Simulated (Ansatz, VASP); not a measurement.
# One calculation of Tl, two programs

```
Tl
1.0
     3.25160    0.00000    0.00000
     0.00000    3.25160    0.00000
     0.00000    0.00000    3.25160
Tl
1
Cartesian
  0.0000 0.0000 0.0000
```

Alike in both runs: functional PBE; k mesh 12 × 12 × 12; occupations fermi-dirac, width 0.08 eV; no spin polarisation.

Ansatz relaxed the structure, and its values are those at the end. VASP's run is a single point on that final structure, the one shown.

```csv
,VASP,Ansatz
version,VASP 6.6.1,Ansatz 0.2.0
potentials or method,"VASP PAW PBE potentials, release 64 (Tl_d)","PAW with Ansatz's default frozen-core files, scalar-relativistic"
plane-wave cutoff (eV),520,420
valence electrons in the cell,13,13
```

Ansatz gave:

* pressure (GPa): 0.0

**Question.** Estimate VASP's values.

**Answer.** Pressure (GPa): -0.1.

Neither program's run includes spin-orbit coupling.
